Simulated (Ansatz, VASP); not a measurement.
LiGeBr2: VASP beside Ansatz

```
CELL_PARAMETERS angstrom
4.54170 0.00000 0.00000
-2.27085 3.93323 0.00000
0.00000 0.00000 5.84122
ATOMIC_POSITIONS crystal
Li 0.00000 0.00000 0.50000
Ge 0.00000 0.00000 0.00000
Br 0.66667 0.33333 0.24876
Br 0.33333 0.66667 0.75124
```

Alike in both runs: functional PBE; k mesh 6 × 6 × 4; occupations gaussian, width 0.1 eV; no spin polarisation.

Ansatz relaxed the structure, and its values are those at the end. VASP's run is a single point on that final structure, the one shown.

|  | VASP | Ansatz |
| --- | --- | --- |
| version | VASP 6.6.1 | Ansatz 0.2.0 |
| potentials or method | VASP PAW PBE potentials, release 64 (Li_sv, Ge_d, Br), cutoff 520 eV | scalar-relativistic, plane waves, PAW |
| valence electrons in the cell | 31 | 31 |

```tsv
	VASP	Ansatz	Ansatz less VASP
gap on the k mesh at the Fermi level (eV)	none	none	-
rms of the force components (eV/Å)	0.012	0.012	+0.0008
```

A gap of «none» marks a metal or a gap that the smearing closes. With one functional, cell and mesh, what is left measures potentials, basis and numerics.

Noted on VASP's run: the cutoff is under 1.25 times that of the potentials, so the pressure is a little rough.
